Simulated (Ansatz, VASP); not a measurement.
Mo: VASP beside Ansatz

INCAR

```
SYSTEM = Mo
  PREC = Accurate
  ENCUT = 520
  EDIFF = 1E-7
  ISMEAR = -1
  SIGMA = 0.1
  LREAL = .FALSE.
  LASPH = .TRUE.
  NELM = 80
  ALGO = Normal
  ISIF = 2
  LWAVE = .FALSE.
  LCHARG = .FALSE.
  LDIPOL = .TRUE.
  IDIPOL = 3
  DIPOL = 0.5 0.5 0.500
  GGA = PE
  NBANDS = 43
```

KPOINTS

```
Automatic mesh
0
G
  10 10 1
  0 0 0
```

POSCAR

```
Mo
1.0
    4.4701026966      0.0000000000      0.0000000000
   -2.2350513483      3.8712224928      0.0000000000
    0.0000000000      0.0000000000     19.6498000000
Mo
5
Direct
    0.8333333333      0.1666666667      0.4205312813
    0.1666666667      0.8333333333      0.4571710423
    0.5000000000      0.5000000000      0.4999999845
    0.8333333333      0.1666666667      0.5428289628
    0.1666666667      0.8333333333      0.5794687290
```

Input for Ansatz:

```yaml
crystal:
  lattice:
    - [4.4701026966, 0.0, 0.0]
    - [-2.2350513483, 3.8712224928, 0.0]
    - [0.0, 0.0, 19.6498]
  atoms:
    - { symbol: Mo, position: [0.8333333333, 0.1666666667, 0.4205312813] }
    - { symbol: Mo, position: [0.1666666667, 0.8333333333, 0.4571710423] }
    - { symbol: Mo, position: [0.5, 0.5, 0.4999999845] }
    - { symbol: Mo, position: [0.8333333333, 0.1666666667, 0.5428289628] }
    - { symbol: Mo, position: [0.1666666667, 0.8333333333, 0.579468729] }
  periodic: [true, true, false]
kpoints:
  mp_grid: { grid: [10, 10, 1] }
scf:
  occupations: { method: fermi_dirac, width: 0.1 }
hamiltonian:
  xc: pbe
  pseudopotentials: { kind: all_electron, lapw: { basis_error: 0.001 } }
output:
  forces: true
  stress: true
  eigenvalues: true
```

Alike in both runs: task single point; functional PBE; k mesh 10 × 10 × 1; occupations fermi-dirac, width 0.1 eV; no spin polarisation.

```csv
,VASP,Ansatz
version,VASP 6.6.1,Ansatz 0.2.0
potentials or method,"VASP PAW PBE potentials, release 64 (Mo_sv), cutoff 520 eV","all-electron LAPW, scalar-relativistic"
```

```tsv
	VASP	Ansatz	Ansatz less VASP
rms of the force components (eV/Å)	0.034	0.002	-0.0318
```

Atom by atom the forces differ by 0.036 eV/Å (rms over components). Ansatz ran all-electron here, and VASP with PAW potentials. Ansatz's warnings: slab cell height set.
